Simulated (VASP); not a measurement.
# Cs in VASP: a series of runs, part 2 of 2

VASP 6.6.1. The steps go on from the part before.

### Step 4. Single point, LDA (volume scaled by 1.06)

INCAR reads:

```
PREC = Accurate
ENCUT = 520
EDIFF = 1E-6
ISMEAR = -1
SIGMA = 0.05
LREAL = F
LASPH = T
NELM = 60
ALGO = Normal
ISIF = 2
LWAVE = F
LCHARG = F
NBANDS = 10
```

KPOINTS reads:

```
Automatic mesh
0
Gamma
  9 9 9
```

POSCAR reads:

```
Cs
1.0
   -3.0817797558      3.0817797558      3.0817797558
    3.0817797558     -3.0817797558      3.0817797558
    3.0817797558      3.0817797558     -3.0817797558
Cs
1
Direct
    0.0000000000      0.0000000000      0.0000000000
```

Potentials or basis: VASP PAW LDA potentials, release 64 (Cs_sv).

Run with:

```sh
cat potpaw_LDA.64/Cs_sv/POTCAR > POTCAR
mpirun -np 1 vasp_std > vasp.out
```

OUTCAR:

```text
PREC = Accurate
   ENCUT = 520
   EDIFF = 1E-6
   ISMEAR = -1
   LREAL = F
   LASPH = T
   NELM = 60
   ISIF = 2

 ion  position               nearest neighbor table
   1  0.000  0.000  0.000-

  LATTYP: Found a body centered cubic cell.
 ALAT       =     6.1635595116

  Lattice vectors:

 A1 = (  -3.0817797558,   3.0817797558,   3.0817797558)
 A2 = (   3.0817797558,  -3.0817797558,   3.0817797558)
 A3 = (   3.0817797558,   3.0817797558,  -3.0817797558)

Analysis of symmetry for initial positions (statically):
=====================================================================
 Subroutine PRICEL returns:
 Original cell was already a primitive cell.

 Routine SETGRP: Setting up the symmetry group for a
 body centered cubic supercell.

 Subroutine GETGRP returns: Found 48 space group operations
[... 9 lines left out ...]

 Routine SETGRP: Setting up the symmetry group for a
 body centered cubic supercell.

 Subroutine GETGRP returns: Found 48 space group operations
[... 11 lines left out ...]
                                     Primitive cell

  volume of cell :     117.0752

  direct lattice vectors                    reciprocal lattice vectors
[... 129 lines left out ...]

  energy without entropy =       -0.96252214  energy(sigma->0) =       -0.96748511

 E-fermi :   0.2438     XC(G=0):  -5.4983

 val. band max:        0.2371438881   @ k =  -0.3333   0.4444   0.1111
 cond. band min:       0.2931203742   @ k =  -0.4444   0.4444   0.1111
 fundamental gap:      0.0559764861
 Fermi energy:         0.2438393475

 k-point     1 :       0.0000    0.0000    0.0000
  band No.  band energies     occupation
      1     -23.5945      2.00000
      2     -10.3322      2.00000
      3     -10.3322      2.00000
      4     -10.3322      2.00000
      5      -1.4229      2.00000
      6       2.6492      0.00000
      7       2.6492      0.00000
      8       2.6492      0.00000
      9       3.5280      0.00000
     10       3.5280      0.00000
[... 287 lines left out ...]
 k-point    24 :      -0.4444   -0.4444    0.1111
  band No.  band energies     occupation
      1     -23.5871      2.00000
      2     -10.4517      2.00000
      3     -10.3963      2.00000
      4     -10.3534      2.00000
      5       0.6365      0.00078
      6       1.0995      0.00000
      7       1.8286      0.00000
      8       2.7971      0.00000
      9       3.7493      0.00000
     10       4.4087      0.00000

 [... further k-points ...]
[... 5 lines left out ...]
  --------------------------------------------------------------------------------------
  -------------------------------------------------------------------------------------
  Total       -0.2688165     -0.2688165     -0.2688165     -0.0000000     -0.0000000      0.0000000
  in kB       -3.6787616     -3.6787616     -3.6787616     -0.0000000     -0.0000000      0.0000000
  external PRESSURE =      -3.6787616 kB  Pullay stress =       0.0000000 kB

 VOLUME and BASIS-vectors are now :
 -----------------------------------------------------------------------------
  energy-cutoff  :      520.00
  volume of cell :      117.08
      direct lattice vectors                 reciprocal lattice vectors
    -3.081779756  3.081779756  3.081779756     0.000000000  0.162243911  0.162243911
     3.081779756 -3.081779756  3.081779756     0.162243911  0.000000000  0.162243911
     3.081779756  3.081779756 -3.081779756     0.162243911  0.162243911  0.000000000

 POSITION                                       TOTAL-FORCE (eV/Angst)
 -----------------------------------------------------------------------------------
      0.00000      0.00000      0.00000         0.000000     -0.000000      0.000000
 -----------------------------------------------------------------------------------
    total drift:                               -0.000000     -0.000000     -0.000000

  FREE ENERGIE OF THE ION-ELECTRON SYSTEM (eV)
  ---------------------------------------------------
  free  energy   TOTEN  =        -0.9724480768 eV

  energy  without entropy=       -0.9625221444  energy(sigma->0) =       -0.96748511
```

OSZICAR:

```text
N       E                     dE             d eps       ncg     rms          rms(c)
DAV:   1     0.499669195079E+02    0.49967E+02   -0.29391E+03   700   0.627E+02
DAV:   2     0.413726626920E+01   -0.45830E+02   -0.44866E+02   902   0.109E+02
DAV:   3    -0.895987187545E+00   -0.50333E+01   -0.50276E+01   800   0.403E+01
DAV:   4    -0.972385325982E+00   -0.76398E-01   -0.76387E-01   912   0.607E+00
DAV:   5    -0.972771430257E+00   -0.38610E-03   -0.38609E-03   932   0.382E-01    0.127E-01
DAV:   6    -0.972331570647E+00    0.43986E-03   -0.12695E-03   910   0.159E-01    0.836E-02
DAV:   7    -0.972409186489E+00   -0.77616E-04   -0.24126E-03   908   0.218E-01    0.345E-02
DAV:   8    -0.972447253185E+00   -0.38067E-04   -0.71183E-05   832   0.512E-02    0.394E-03
DAV:   9    -0.972448076779E+00   -0.82359E-06   -0.19028E-06   956   0.685E-03
   1 F= -.97244808E+00 E0= -.96748511E+00  d E =-.992593E-02
```

Run time: 9.3 s. Hardware: 1 thread of Intel Xeon 6975P-C (Granite Rapids), shared host; peak memory 0.2 GiB.

Results:

```yaml
Free_energy: -0.9724 eV
Pressure: -0.4 GPa
```

Levels at points of the mesh, in eV from the Fermi level:
| k point | band 2 | band 3 | band 4 | band 5 | band 6 | band 7 | band 8 | band 9 |
| --- | --- | --- | --- | --- | --- | --- | --- | --- |
| (0.00, 0.00, 0.00) | -10.58 | -10.58 | -10.58 | -1.67 | 2.41 | 2.41 | 2.41 | 3.28 |

Caveat: spin-orbit coupling is left out, which moves the levels of the heavy elements.

### Step 5. Single point, LDA (equal xx and yy strain of -2 %)

INCAR reads:

```
SYSTEM = Cs
  ALGO = Normal
  EDIFF = 1E-6
  ENCUT = 520
  GGA = CA
  ISIF = 2
  ISMEAR = -1
  LASPH = .TRUE.
  LCHARG = .FALSE.
  LREAL = .FALSE.
  LWAVE = .FALSE.
  NBANDS = 10
  NELM = 60
  PREC = Accurate
  SIGMA = 0.05
```

KPOINTS reads:

```
k-points
0
G
  9 9 9
  0 0 0
```

POSCAR reads:

```
Cs
1.0
   -2.9620500000      2.9620500000      3.0225000000
    2.9620500000     -2.9620500000      3.0225000000
    2.9620500000      2.9620500000     -3.0225000000
Cs
1
Direct
    0.0000000000      0.0000000000      0.0000000000
```

Potentials or basis: VASP PAW LDA potentials, release 64 (Cs_sv).

Run with:

```sh
cat potpaw_LDA.64/Cs_sv/POTCAR > POTCAR
mpirun -np 1 vasp_std > vasp.out
```

OUTCAR:

```text
SYSTEM = Cs
   EDIFF = 1E-6
   ENCUT = 520
   GGA = CA
   ISIF = 2
   ISMEAR = -1
   LASPH = .TRUE.
   LREAL = .FALSE.
   NELM = 60
   PREC = Accurate

 ion  position               nearest neighbor table
   1  0.000  0.000  0.000-

  LATTYP: Found a body centered tetragonal cell.
 ALAT       =     5.9241000000
 C/A-ratio  =     1.0204081633

  Lattice vectors:

 A1 = (  -2.9620500000,   2.9620500000,   3.0225000000)
 A2 = (   2.9620500000,  -2.9620500000,   3.0225000000)
 A3 = (   2.9620500000,   2.9620500000,  -3.0225000000)

Analysis of symmetry for initial positions (statically):
=====================================================================
 Subroutine PRICEL returns:
 Original cell was already a primitive cell.

 Routine SETGRP: Setting up the symmetry group for a
 body centered tetragonal supercell.

 Subroutine GETGRP returns: Found 16 space group operations
 (whereof 16 operations were pure point group operations)
 out of a pool of 16 trial point group operations.

The static configuration has the point symmetry D_4h.

Analysis of symmetry for dynamics (positions and initial velocities):
[... 154 lines left out ...]
  energy without entropy =       -0.98232047  energy(sigma->0) =       -0.98738894

 E-fermi :   0.4913     XC(G=0):  -5.7553

 val. band max:        0.4714464976   @ k =  -0.2222  -0.3333   0.1111
 cond. band min:       0.5061102742   @ k =  -0.2222   0.4444   0.1111
 fundamental gap:      0.0346637766
 Fermi energy:         0.4913238837

 k-point     1 :       0.0000    0.0000    0.0000
  band No.  band energies     occupation
      1     -23.2863      2.00000
      2     -10.0069      2.00000
      3     -10.0067      2.00000
      4     -10.0067      2.00000
      5      -1.2762      2.00000
      6       2.9308      0.00000
      7       2.9308      0.00000
      8       3.0183      0.00000
      9       3.8517      0.00000
     10       3.9783      0.00000
[... 287 lines left out ...]
 k-point    24 :       0.4444    0.4444   -0.0000
  band No.  band energies     occupation
      1     -23.2759      2.00000
      2     -10.1844      2.00000
      3     -10.0762      2.00000
      4     -10.0173      2.00000
      5       0.6039      0.19038
      6       1.5243      0.00000
      7       1.9818      0.00000
      8       3.6615      0.00000
      9       4.4110      0.00000
     10       5.0770      0.00000

 [... further k-points ...]
[... 5 lines left out ...]
  --------------------------------------------------------------------------------------
  -------------------------------------------------------------------------------------
  Total       -0.1491322     -0.1491322     -0.1485463      0.0000000      0.0000000      0.0000000
  in kB       -2.2525314     -2.2525314     -2.2436826      0.0000000      0.0000000      0.0000000
  external PRESSURE =      -2.2495818 kB  Pullay stress =       0.0000000 kB

 VOLUME and BASIS-vectors are now :
 -----------------------------------------------------------------------------
  energy-cutoff  :      520.00
  volume of cell :      106.07
      direct lattice vectors                 reciprocal lattice vectors
    -2.962050000  2.962050000  3.022500000     0.000000000  0.168802012  0.165425972
     2.962050000 -2.962050000  3.022500000     0.168802012  0.000000000  0.165425972
     2.962050000  2.962050000 -3.022500000     0.168802012  0.168802012  0.000000000

 POSITION                                       TOTAL-FORCE (eV/Angst)
 -----------------------------------------------------------------------------------
      0.00000      0.00000      0.00000        -0.000000     -0.000000     -0.000000
 -----------------------------------------------------------------------------------
    total drift:                               -0.000000     -0.000000     -0.000000

  FREE ENERGIE OF THE ION-ELECTRON SYSTEM (eV)
  ---------------------------------------------------
  free  energy   TOTEN  =        -0.9924574191 eV

  energy  without entropy=       -0.9823204660  energy(sigma->0) =       -0.98738894
```

stdout:

```text
POSCAR found type information on POSCAR Cs
 POSCAR found :  1 types and       1 ions
 scaLAPACK will be used
 LDA part: xc-table for (Slater(with rela. corr.)+CA(PZ))
 , standard interpolation
 POSCAR, INCAR and KPOINTS ok, starting setup
 FFT: planning ... GRIDC
 FFT: planning ... GRID_SOFT
 FFT: planning ... GRID
 WAVECAR not read
 entering main loop
```

It took 20 s on 1 thread of AMD EPYC 9R45 (Zen 5), shared host; peak memory 0.2 GiB.

What came out:

```
Free energy : -0.9925 eV
Pressure    : -0.2 GPa
```

Caveat: the cell differs from its parent crystal (equal xx and yy strain of -2 %); spin-orbit coupling is left out, which moves the levels of the heavy elements.

### Step 6. Single point, LDA (zz strain of -2 %)

INCAR reads:

```
SYSTEM = Cs
PREC = Accurate
ENCUT = 520
EDIFF = 1E-7
ISMEAR = -1
SIGMA = 0.05
LREAL = .False.
LASPH = .True.
NELM = 100
ALGO = Normal
ISIF = 2
LWAVE = .False.
LCHARG = .False.
NBANDS = 10
```

KPOINTS reads:

```
Automatic mesh
0
Gamma
  9 9 9
  0 0 0
```

POSCAR reads:

```
Cs
1.0
   -3.0225000000      3.0225000000      2.9620500000
    3.0225000000     -3.0225000000      2.9620500000
    3.0225000000      3.0225000000     -2.9620500000
Cs
1
Direct
    0.0000000000      0.0000000000      0.0000000000
```

Potentials or basis: VASP PAW LDA potentials, release 64 (Cs_sv).

Run with:

```sh
cat potpaw_LDA.64/Cs_sv/POTCAR > POTCAR
mpirun -np 1 vasp_std > vasp.out
```

Wall time 23 s (1 thread of AMD EPYC 9R45 (Zen 5), shared host); peak memory 0.2 GiB.

It converged, with:

```
Free energy : -0.9893 eV
Pressure    : -0.3 GPa
```

Levels at points of the mesh, in eV from the Fermi level:
```
           k point  band 1  band 2  band 3  band 4  band 5  band 6  band 7  band 8  band 9  band 10
(0.00, 0.00, 0.00)  -23.79  -10.51  -10.51  -10.51   -1.75    2.40    2.49    2.49    3.33     3.46
```

Caveat: the cell differs from its parent crystal (zz strain of -2 %); spin-orbit coupling is left out, which moves the levels of the heavy elements.

### Step 7. Overview

| cell | gap on the mesh (eV) | pressure (GPa) |
| --- | --- | --- |
| a = 5.270 Å, angles 109.5°, 1 atom | none | -0.3 |
| a = 5.304 Å, angles 109.5°, 1 atom | none | -0.3 |
| a = 5.338 Å, angles 109.5°, 1 atom | none | -0.4 |
| a = 5.166 Å, angles 110.0, 110.0, 108.4°, 1 atom | none | -0.2 |
| a = 5.200 Å, angles 108.9, 108.9, 110.6°, 1 atom | none | -0.3 |

Alike in all rows: task single point; level LDA; potentials or basis VASP PAW LDA potentials, release 64 (Cs_sv); no spin polarisation; k mesh 9 × 9 × 9; cutoff (eV) 520; smearing fermi-dirac 0.05 eV.

Caveats: spin-orbit coupling is left out, which moves the levels of the heavy elements.

Absolute energies hang on the potentials; compare differences alone.
